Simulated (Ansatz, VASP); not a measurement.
Two plane-wave programs on MnS

```
Mn S
1.0
     0.00000    2.60450    2.60450
     2.60450    0.00000    2.60450
     2.60450    2.60450    0.00000
Mn S
1 1
Direct
  0.00000 0.00000 0.00000
  0.50000 0.50000 0.50000
```

Alike in both runs: task single point; functional PBE; k mesh 7 × 7 × 7; occupations fermi-dirac, width 0.05 eV; collinear spin; fixed moment 3 μB.

```csv
,VASP,Ansatz
version,VASP 6.6.1,Ansatz 0.2.0
potentials or method,"VASP PAW PBE potentials, release 64 (Mn_pv, S)",Ansatz PAW
plane-wave cutoff (eV),520,420
valence electrons in the cell,19,21
```

|  | VASP | Ansatz | Ansatz less VASP |
| --- | --- | --- | --- |
| pressure (GPa) | -16.6 | -16.7 | -0.03 |
| net moment per atom (μB) | 1.50 | 1.50 | 0.000 |
| size of the moment on the site where the two differ most (μB) | 3.01 | 2.97 | -0.034 |

Site moments also hang on the region over which each program counts them. The functional is the same, so the differences come from potentials, cutoffs and numerics. VASP's potentials hold 19 valence electrons a cell and Ansatz's 21, so a difference there can come from the potentials and not from the codes.
